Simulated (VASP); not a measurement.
# Cr (P-1) in VASP: further runs, part 4 of 4

VASP 6.6.1.

**7. Single point, PBE, collinear spin, ferromagnetic start**

INCAR

```
SYSTEM = Cr
PREC = Accurate
ENCUT = 520
EDIFF = 1E-6
ISMEAR = -1
SIGMA = 0.05
LREAL = .FALSE.
LASPH = .TRUE.
NELM = 150
ALGO = Normal
ISIF = 2
LWAVE = .FALSE.
LCHARG = .FALSE.
ISPIN = 2
MAGMOM = 3
LORBIT = 11
LMAXMIX = 4
GGA = PE
NBANDS = 16
```

KPOINTS

```
Automatic mesh
0
G
  12 12 12
  0 0 0
```

POSCAR

```
Cr
1.0
   -0.0174283700      1.8156326700      1.8106573700
    1.8310089900     -0.0170405700      1.8102695700
    1.8558983200      1.8401342100     -0.0419299100
Cr
1
Direct
    0.0000000000      0.0000000000      0.0000000000
```

Potentials or basis: VASP PAW PBE potentials, release 64 (Cr_pv).

Launch:

```bash
> cat potpaw_PBE.64/Cr_pv/POTCAR > POTCAR
> mpirun -np 1 vasp_std > vasp.out
```

OUTCAR:

```text
SYSTEM = Cr
   PREC = Accurate
   ENCUT = 520
   EDIFF = 1E-6
   ISMEAR = -1
   LREAL = .FALSE.
   LASPH = .TRUE.
   NELM = 150
   ISIF = 2
   ISPIN = 2
   LORBIT = 11
   GGA = PE

 ion  position               nearest neighbor table
   1  0.000  0.000  0.000-

  LATTYP: Found a triclinic cell.
 ALAT       =     4.4579143179
 B/A-ratio  =     0.5752097813
 C/A-ratio  =     0.5884016498
 COS(alpha) =     0.0026486038
 COS(beta)  =     0.3043724544
 COS(gamma) =     0.8580110302

  Lattice vectors:

 A1 = (  -1.8384699500,  -3.6557668800,  -1.7687274600)
 A2 = (   0.0174283700,  -1.8156326700,  -1.8106573700)
 A3 = (  -0.0248893300,  -1.8571747800,   1.8521994800)

Analysis of symmetry for initial positions (statically):
=====================================================================
 Subroutine PRICEL returns:
 Original cell was already a primitive cell.

 Routine SETGRP: Setting up the symmetry group for a
 triclinic supercell.

 Subroutine GETGRP returns: Found  2 space group operations
 (whereof  2 operations were pure point group operations)
 out of a pool of  2 trial point group operations.

The static configuration has the point symmetry S_2 .

Analysis of symmetry for dynamics (positions and initial velocities):
=====================================================================
 Subroutine PRICEL returns:
 Original cell was already a primitive cell.

 Routine SETGRP: Setting up the symmetry group for a
 triclinic supercell.

 Subroutine GETGRP returns: Found  2 space group operations
 (whereof  2 operations were pure point group operations)
 out of a pool of  2 trial point group operations.

The dynamic configuration has the point symmetry S_2 .

Analysis of structural, dynamic, and magnetic symmetry:
=====================================================================
 Subroutine PRICEL returns:
 Original cell was already a primitive cell.

 Routine SETGRP: Setting up the symmetry group for a
 triclinic supercell.

 Subroutine GETGRP returns: Found  2 space group operations
 (whereof  2 operations were pure point group operations)
 out of a pool of  2 trial point group operations.

The overall configuration has the point symmetry S_2 .

 Subroutine INISYM returns: Found  2 space group operations
 (whereof  2 operations are pure point group operations),
 and found     1 'primitive' translations

----------------------------------------------------------------------------------------

                                     Primitive cell

  volume of cell :      12.4553

  direct lattice vectors                    reciprocal lattice vectors
    -0.017428370  1.815632670  1.810657370    -0.267390350  0.275902865  0.273050868
     1.831008990 -0.017040570  1.810269570     0.273617217 -0.269738007  0.273112875
     1.855898320  1.840134210 -0.041929910     0.266363859  0.268711517 -0.266886010

  length of vectors
     2.564235920  2.574870913  2.613849767     0.471356306  0.471397514  0.463015904

  position of ions in fractional coordinates (direct lattice)
     0.000000000  0.000000000  0.000000000

  ion indices of the primitive-cell ions
   primitive index   ion index
[... 34 lines left out ...]
  0.333333 -0.000000 -0.000000      2.000000
  0.416667 -0.000000 -0.000000      2.000000
[... 16 lines left out ...]
  0.250000  0.166667  0.000000      2.000000
  0.333333  0.166667 -0.000000      2.000000
 [... further k-points ...]
   k-points           NKPTS =    868   k-points in BZ     NKDIM =    868   number of bands    NBANDS=     16
   number of dos      NEDOS =    301   number of ions     NIONS =      1
   total plane-waves  NPLWV =   8000
   dimension x,y,z NGX =    20 NGY =   20 NGZ =   20
   dimension x,y,z NGXF=    40 NGYF=   40 NGZF=   40
   ions per type =               1
   NGX,Y,Z   is equivalent  to a cutoff of  12.97, 12.91, 12.72 a.u.
   NGXF,Y,Z  is equivalent  to a cutoff of  25.93, 25.83, 25.44 a.u.
 SYSTEM =  Cr
   PREC   = accura    normal or accurate (medium, high low for compatibility)
   ISTART =      0    job   : 0-new  1-cont  2-samecut
   ICHARG =      2    charge: 1-file 2-atom 10-const
   ISPIN  =      2    spin polarized calculation?
   LNONCOLLINEAR =      F non collinear calculations
   LSORBIT =      F    spin-orbit coupling
   LASPH  =      T    aspherical Exc in radial PAW
   ENCUT  =  520.0 eV  38.22 Ry    6.18 a.u.   4.77  4.79  4.86*2*pi/ulx,y,z
   NELM   =    150;   NELMIN=  2; NELMDL= -5     # of ELM steps
   EDIFF  = 0.1E-05   stopping-criterion for ELM
   LREAL  =      F    real-space projection
   EDIFFG = 0.1E-04   stopping-criterion for IOM
   NSW    =      0    number of steps for IOM
   IBRION =     -1    ionic relax: 0-MD 1-quasi-New 2-CG
   NFREE  =      0    steps in history (QN), initial steepest desc. (CG)
   ISIF   =      2    stress and relaxation
   ISYM   =      2    0-nonsym 1-usesym 2-fastsym
   POTIM  = 0.5000    time-step for ionic-motion
   TEBEG  =    0.0;   TEEND  =   0.0 temperature during run
   PSTRESS=    0.0 pullay stress
   NELECT =      12.0000    total number of electrons
   NUPDOWN=      -1.0000    fix difference up-down
   EMIN   =  10.00;   EMAX   =-10.00  energy-range for DOS
   EFERMI =   0.00;   METHOD = LEGACY
   ISMEAR =    -1;   SIGMA  =   0.05  broadening in eV -4-tet -1-fermi 0-gaus
   EFERMI_NEDOS =   21; number of points for ismear=-14 and -15
   IALGO  =     38    algorithm
   IMIX   =      4    mixing-type and parameters
     AMIX     =   0.40;   BMIX     =  1.00
     AMIX_MAG =   1.60;   BMIX_MAG =  1.00
  volume/ion in A,a.u.               =      12.46        84.05
  Fermi-wavevector in a.u.,A,eV,Ry     =   1.616903  3.055504 35.570735  2.614375
  Thomas-Fermi vector in A             =   2.711414
   LORBIT       =     11    0 simple, 1 ext, 2 COOP (PROOUT), +10 PAW based schemes
   GGA     = PE    functional components
   LHFCALC =     F    Hartree Fock is set to
   AEXX    =    0.0000 exact exchange contribution
   IVDW    =     0    specifies the selected vdW correction
   LEPSILON=     F    determine dielectric tensor
   LRPA    =     F    only Hartree local field effects (RPA)
 spin polarized calculation
  energy-cutoff  :      520.00
  volume of cell :       12.46
 maximum number of plane-waves:       345
   NGX =  9   NGY =  9   NGZ =  9

 number of electron      11.9999996 magnetization       0.0004792

 Free energy of the ion-electron system (eV)
  ---------------------------------------------------
  ext. energy  EPLUGINS =         0.00000000
  ---------------------------------------------------
  free energy    TOTEN  =        -9.11651593 eV

  energy without entropy =       -9.10142828  energy(sigma->0) =       -9.10897211

 E-fermi :   9.7131     XC(G=0): -13.2277

 val. band max:        9.7127995660   @ k =   0.0833  -0.0000   0.3333
 cond. band min:       9.7132875040   @ k =   0.0833  -0.0000   0.3333
 fundamental gap:      0.0004879380
 Fermi energy:         9.7130543956

 spin component 1

 k-point     1 :       0.0000    0.0000    0.0000
  band No.  band energies     occupation
      1     -32.7845      1.00000
      2     -32.7486      1.00000
      3     -32.7285      1.00000
      4       2.3629      1.00000
      5       9.1178      0.99999
      6       9.2966      0.99976
[... 435 lines left out ...]
      5       8.0350      1.00000
      6       9.3258      0.99957
[... 8 lines left out ...]
     15      39.5299      0.00000
     16      40.6388      0.00000

 [... further k-points ...]

 spin component 2

 k-point     1 :       0.0000    0.0000    0.0000
  band No.  band energies     occupation
      1     -32.7840      1.00000
      2     -32.7481      1.00000
      3     -32.7281      1.00000
      4       2.3630      1.00000
      5       9.1180      0.99999
      6       9.2970      0.99976
[... 435 lines left out ...]
      5       8.0354      1.00000
      6       9.3262      0.99956
[... 8 lines left out ...]
     15      39.5301      0.00000
     16      40.6390      0.00000

 [... further k-points ...]
[... 5 lines left out ...]
  --------------------------------------------------------------------------------------
  -------------------------------------------------------------------------------------
  Total       -0.6962707     -0.8446300     -0.9132408      0.0067326     -0.1591485     -0.1535588
  in kB      -89.5642838   -108.6483687   -117.4740694      0.8660465    -20.4719504    -19.7529228
  external PRESSURE =    -105.2289073 kB  Pullay stress =       0.0000000 kB

 VOLUME and BASIS-vectors are now :
 -----------------------------------------------------------------------------
  energy-cutoff  :      520.00
  volume of cell :       12.46
      direct lattice vectors                 reciprocal lattice vectors
    -0.017428370  1.815632670  1.810657370    -0.267390350  0.275902865  0.273050868
     1.831008990 -0.017040570  1.810269570     0.273617217 -0.269738007  0.273112875
     1.855898320  1.840134210 -0.041929910     0.266363859  0.268711517 -0.266886010

 POSITION                                       TOTAL-FORCE (eV/Angst)
 -----------------------------------------------------------------------------------
      0.00000      0.00000      0.00000         0.000000      0.000000     -0.000000
 -----------------------------------------------------------------------------------
    total drift:                               -0.000000     -0.000000     -0.000000

  FREE ENERGIE OF THE ION-ELECTRON SYSTEM (eV)
  ---------------------------------------------------
  free  energy   TOTEN  =        -9.1165159335 eV

  energy  without entropy=       -9.1014282797  energy(sigma->0) =       -9.10897211

 total charge

# of ion       s       p       d       tot
------------------------------------------
    1        0.425   6.347   4.146  10.918

 magnetization (x)

# of ion       s       p       d       tot
------------------------------------------
    1       -0.000   0.000   0.000   0.000
```

OSZICAR:

```text
N       E                     dE             d eps       ncg     rms          rms(c)
DAV:   1     0.828567101369E+02    0.82857E+02   -0.62352E+03 56712   0.847E+02
DAV:   2    -0.821435842282E+01   -0.91071E+02   -0.86663E+02 60584   0.246E+02
DAV:   3    -0.974693139402E+01   -0.15326E+01   -0.15290E+01 63416   0.353E+01
DAV:   4    -0.975274880731E+01   -0.58174E-02   -0.58173E-02 65960   0.216E+00
DAV:   5    -0.975279645054E+01   -0.47643E-04   -0.47644E-04 63776   0.176E-01    0.150E+01
DAV:   6    -0.905516018235E+01    0.69764E+00   -0.21345E+00 56440   0.242E+01    0.340E+00
DAV:   7    -0.910474866088E+01   -0.49588E-01   -0.11482E-01 58456   0.306E+00    0.242E+00
DAV:   8    -0.911619240211E+01   -0.11444E-01   -0.56576E-03 63624   0.102E+00    0.943E-01
DAV:   9    -0.911558799002E+01    0.60441E-03   -0.31619E-03 64944   0.754E-01    0.237E-01
DAV:  10    -0.911640200303E+01   -0.81401E-03   -0.15224E-03 59768   0.290E-01    0.719E-02
DAV:  11    -0.911647329677E+01   -0.71294E-04   -0.30183E-04 70920   0.823E-02    0.456E-02
DAV:  12    -0.911649661334E+01   -0.23317E-04   -0.31112E-05 65256   0.307E-02    0.302E-02
DAV:  13    -0.911651086590E+01   -0.14253E-04   -0.15271E-05 63680   0.272E-02    0.147E-02
DAV:  14    -0.911651386289E+01   -0.29970E-05   -0.17047E-06 46224   0.121E-02    0.666E-03
DAV:  15    -0.911651528282E+01   -0.14199E-05   -0.13546E-06 29152   0.728E-03    0.364E-03
DAV:  16    -0.911651593353E+01   -0.65071E-06   -0.13907E-06 37232   0.666E-03
   1 F= -.91165159E+01 E0= -.91089721E+01  d E =-.150877E-01  mag=     0.0000
```

stdout:

```text
POSCAR found type information on POSCAR Cr
 POSCAR found :  1 types and       1 ions
 scaLAPACK will be used
 LDA part: xc-table for (Slater+PW92), standard interpolation
 POSCAR, INCAR and KPOINTS ok, starting setup
 FFT: planning ... GRIDC
 FFT: planning ... GRID_SOFT
 FFT: planning ... GRID
 WAVECAR not read
 entering main loop
```

It used 520 s of CPU time on 1 thread of AMD EPYC 7R13 Processor (Zen 3), with other jobs on the host.

What came out:

```
Free energy                                           : -9.1165 eV
Pressure                                              : -10.5 GPa
Band gap on the k mesh                                : zero (filled and empty bands overlap)
Net moment                                            : 0.00 μB per cell
Valence electrons inside the program's atomic spheres : Cr 10.92
```

Stress tensor (GPa, compression positive):
```
 -8.96   0.09  -1.98
  0.09 -10.86  -2.05
 -1.98  -2.05 -11.75
```

Levels at points of the mesh, in eV from the Fermi level:
Spin up:
| k point | band 4 | band 5 | band 6 | band 7 | band 8 | band 9 |
| --- | --- | --- | --- | --- | --- | --- |
| (0.00, 0.00, 0.00) | -7.35 | -0.60 | -0.42 | -0.23 | 1.19 | 1.29 |
| (0.50, 0.00, 0.00) | -3.73 | -0.66 | -0.38 | 0.75 | 2.24 | 2.45 |
| (0.00, 0.50, 0.00) | -3.73 | -0.73 | -0.31 | 0.75 | 2.27 | 2.43 |
| (0.50, 0.50, 0.00) | -3.86 | -3.08 | 2.29 | 2.62 | 2.69 | 3.59 |
| (0.00, 0.00, 0.50) | -3.75 | -0.59 | -0.35 | 0.45 | 2.28 | 2.34 |
| (0.50, 0.00, 0.50) | -3.87 | -3.07 | 2.31 | 2.60 | 2.69 | 3.52 |
| (0.00, 0.50, 0.50) | -3.87 | -3.06 | 2.31 | 2.62 | 2.66 | 3.33 |
| (0.50, 0.50, 0.50) | -3.72 | -0.65 | -0.47 | 0.96 | 2.30 | 2.46 |
Spin down:
```tsv
k point	band 4	band 5	band 6	band 7	band 8	band 9
(0.00, 0.00, 0.00)	-7.35	-0.60	-0.42	-0.23	1.19	1.29
(0.50, 0.00, 0.00)	-3.73	-0.66	-0.37	0.75	2.24	2.45
(0.00, 0.50, 0.00)	-3.73	-0.73	-0.31	0.75	2.27	2.43
(0.50, 0.50, 0.00)	-3.86	-3.08	2.29	2.62	2.69	3.59
(0.00, 0.00, 0.50)	-3.75	-0.59	-0.34	0.45	2.28	2.34
(0.50, 0.00, 0.50)	-3.87	-3.07	2.31	2.60	2.69	3.53
(0.00, 0.50, 0.50)	-3.87	-3.06	2.31	2.62	2.66	3.33
(0.50, 0.50, 0.50)	-3.72	-0.65	-0.47	0.96	2.30	2.46
```

Caveat: the starting moments collapsed, and a magnetic state may lie lower.
